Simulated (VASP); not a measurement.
Input of a VASP 6.6.1 run:

Contents of INCAR:

```
SYSTEM = GaSbTe4
ALGO = Normal ; EDIFF = 1E-6
ENCUT = 520 ; GGA = PE
ISIF = 2 ; ISMEAR = 0
LASPH = .True. ; LCHARG = .False.
LREAL = .False. ; LWAVE = .False.
NBANDS = 30 ; NELM = 60
PREC = Accurate ; SIGMA = 0.1
```

KPOINTS

```
k-points
0
Gamma
  4 4 2
  0 0 0
```

The input POSCAR:

```
GaSbTe4
1.0
    5.8016982660      0.0000000000      0.0000000000
    0.0000000000      5.8016982660      0.0000000000
    0.0000000000      0.0000000000     11.1283312283
Ga Sb Te
1 1 4
Direct
    0.0000000000      0.0000000000      0.0000000000
    0.0000000000      0.0000000000      0.5000000000
    0.5000000000      0.0000000000      0.5000000000
    0.0000000000      0.5000000000      0.5000000000
    0.0000000000      0.0000000000      0.2219740490
    0.0000000000      0.0000000000      0.7780259510
```

Potentials or basis: VASP PAW PBE potentials, release 64 (Ga_d, Sb, Te).

The run is started by

```bash
$ cat potpaw_PBE.64/Ga_d/POTCAR potpaw_PBE.64/Sb/POTCAR potpaw_PBE.64/Te/POTCAR > POTCAR
$ mpirun -np 1 vasp_std > vasp.out
```

**Question.** Estimate the pressure.

**Answer.** 0.0 GPa.

**Question.** Predict the largest force.

**Answer.** 0.012 eV/Å.

**Question.** Estimate the band gap on the k mesh.

**Answer.** Zero (bands 21 and 22 overlap by 0.66 eV).

Forces in eV/Å, atoms in the order of the input:
```
Ga   0.000  0.000  0.000
Sb   0.000  0.000  0.000
Te   0.000  0.000  0.000
Te   0.000  0.000  0.000
Te   0.000  0.000  0.012
Te   0.000  0.000 -0.012
```

Caveat: spin-orbit coupling is left out, which moves the levels of the heavy elements.
